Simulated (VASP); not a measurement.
Here is a VASP 6.6.1 calculation.

File INCAR:

```
SYSTEM = Ir
PREC = Accurate ; ENCUT = 600
EDIFF = 1E-6 ; ISMEAR = -1
SIGMA = 0.08 ; LREAL = .FALSE.
LASPH = .TRUE. ; NELM = 60
ALGO = Normal ; ISIF = 3
LWAVE = .FALSE. ; LCHARG = .FALSE.
IBRION = 2 ; NSW = 32
EDIFFG = -0.005 ; PSTRESS = 680.0
```

Contents of KPOINTS:

```
Automatic mesh
0
G
  18 18 18
  0 0 0
```

File POSCAR:

```
Ir
1.0
    0.0000000000      1.8287476375      1.8287476375
    1.8287476375      0.0000000000      1.8287476375
    1.8287476375      1.8287476375      0.0000000000
Ir
1
Direct
    0.0000000000      0.0000000000      0.0000000000
```

Potentials or basis: VASP PAW LDA potentials, release 64 (Ir).

The run is started by

```sh
$ cat potpaw_LDA.64/Ir/POTCAR > POTCAR
$ mpirun -np 1 vasp_std > vasp.out
```

Estimate the space group after relaxing (to 0.1 Å).

Fm-3m (No. 225).

Predict the relaxed cell.

a = 2.592 Å, b = 2.592 Å, c = 2.592 Å, α = 60.00°, β = 60.00°, γ = 60.00°.

Final structure:
```
Ir
1.0
     0.00000    1.83277    1.83277
     1.83277    0.00000    1.83277
     1.83277    1.83277    0.00000
Ir
1
Direct
  0.00000 0.00000 0.00000
```
